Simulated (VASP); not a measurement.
# Tl: single point with PBEsol+D3(BJ)

The system is Tl.

```
CELL_PARAMETERS angstrom
3.38788 0.00000 0.00000
-1.12929 3.19413 0.00000
-1.12929 -1.59706 2.76619
ATOMIC_POSITIONS crystal
Tl 0.00000 0.00000 0.00000
```

This isn't the form of Tl at room conditions, which is hcp.

```json
{
 "Program": "VASP 6.6.1",
 "Task": "single point",
 "Functional": "PBEsol",
 "Dispersion": "D3(BJ)",
 "Potentials or basis": "VASP PAW PBE potentials, release 64 (Tl_d)",
 "Cutoff": "520 eV",
 "k mesh": "10 × 10 × 10",
 "Occupations": "methfessel-paxton, width 0.025 eV",
 "Spin": "collinear spin",
 "Starting moments": "[0.5] μB"
}
```

- Pressure: -3.7 GPa
- Net moment: 0.00 μB per cell
- Valence electrons inside the program's atomic spheres: Tl 11.19
- Dispersion energy per atom: -0.366 eV

Levels at points of the mesh, in eV from the Fermi level:
Spin up:
| k point | band 4 | band 5 | band 6 | band 7 | band 8 | band 9 |
| --- | --- | --- | --- | --- | --- | --- |
| (0.00, 0.00, 0.00) | -11.04 | -11.04 | -9.64 | 10.48 | 10.48 | 10.48 |
| (0.50, 0.00, 0.00) | -11.03 | -10.78 | -4.93 | -2.46 | 5.75 | 7.12 |
| (0.50, 0.50, 0.50) | -10.84 | -10.84 | -1.72 | 1.54 | 1.54 | 1.54 |
Spin down:
```
           k point  band 2  band 3  band 4  band 5  band 6  band 7  band 8  band 9  band 10  band 11
(0.00, 0.00, 0.00)  -11.43  -11.43  -11.04  -11.04   -9.64   10.48   10.48   10.48    12.33    12.33
(0.50, 0.00, 0.00)  -11.56  -11.06  -11.03  -10.78   -4.92   -2.46    5.75    7.12     9.86    11.09
(0.50, 0.50, 0.50)  -11.61  -10.84  -10.84  -10.84   -1.71    1.54    1.54    1.54     6.46     6.46
```

Wall time 83 s on 1 thread of AMD EPYC 7R13, with other jobs on the host, peak memory 0.17 GiB.

Caveat: three body term missing; the cell stands under tension; the PAW data sets were made with another functional, which shifts forces and pressure a little; spin-orbit coupling is left out, which moves the levels of the heavy elements.
